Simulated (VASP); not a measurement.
## Mg: relaxation of cell and atoms with revPBE+D3(BJ)

Crystal: Mg.

```
Mg
1.0
     3.20930    0.00000    0.00000
    -1.60465    2.77934    0.00000
     0.00000    0.00000    5.21030
Mg
2
Direct
  0.66667 0.33333 0.75000
  0.33333 0.66667 0.25000
```

```json
{"Program": "VASP 6.6.1", "Task": "relaxation of cell and atoms", "Functional": "revPBE", "Dispersion": "D3(BJ)", "Potentials or basis": "VASP PAW PBE potentials, release 64 (Mg)", "Cutoff": "600 eV", "k mesh": "10 × 10 × 5", "Occupations": "fermi-dirac, width 0.05 eV", "Spin": "no spin polarisation", "Dipole correction": "no", "Further INCAR settings": "ALGO = Normal; EDIFF = 1e-06; IBRION = 2; EDIFFG = -0.01; NSW = 80; ISIF = 3"}
```

```json
{"Relaxed volume": "21.20 Å³/atom", "Relaxed cell": "a = 3.085 Å, b = 3.085 Å, c = 5.144 Å, α = 90.00°, β = 90.00°, γ = 120.00°", "Space group after relaxing (to 0.1 Å)": "P6_3/mmc (No. 194)", "Energy gained by relaxing": "24.4 meV/atom", "Ionic steps": "10", "Pressure after relaxing": "0.0 GPa", "Band gap on the k mesh": "zero (bands 2 and 3 overlap by 1.99 eV)", "Dispersion energy per atom": "-0.587 eV"}
```

The path:
```
step  energy change (eV)  largest force (eV/Å)  pressure (GPa)  volume (Å³)
   1              0.0000                0.0000           -3.25        46.47
   2             -0.0437                0.0000           -0.97        43.37
   3             -0.0473                0.0000           -0.01        42.35
   4             -0.0474                0.0000            0.07        42.27
   5             -0.0481                0.0000            0.08        42.28
   6             -0.0485                0.0000            0.08        42.33
   7             -0.0488                0.0000            0.08        42.31
   8             -0.0488                0.0000            0.08        42.31
   9             -0.0488                0.0000            0.08        42.31
  10             -0.0489                0.0000           -0.01        42.41
```

Final structure:
```xyz
2
Lattice="3.0853 0.0000 0.0000 -1.5427 2.6720 0.0000 0.0000 0.0000 5.1439" Properties=species:S:1:pos:R:3 pbc="T T T"
Mg    1.5427    0.8907    3.8579
Mg    0.0000    1.7813    1.2860
```

Levels at points of the mesh, in eV from the Fermi level:
| k point | band 1 | band 2 | band 3 | band 4 | band 5 | band 6 |
| --- | --- | --- | --- | --- | --- | --- |
| (0.00, 0.00, 0.00) | -7.34 | -2.04 | -1.52 | 11.66 | 11.66 | 12.03 |
| (0.50, 0.00, 0.00) | -2.28 | -2.15 | 2.69 | 2.91 | 3.30 | 3.76 |

It took 60 s on 1 thread of Intel(R) Xeon(R) Platinum 8488C (Sapphire Rapids) (shared host), peak memory 0.2 GiB.

Caveat: the PAW data sets were made with another functional, which shifts forces and pressure a little.
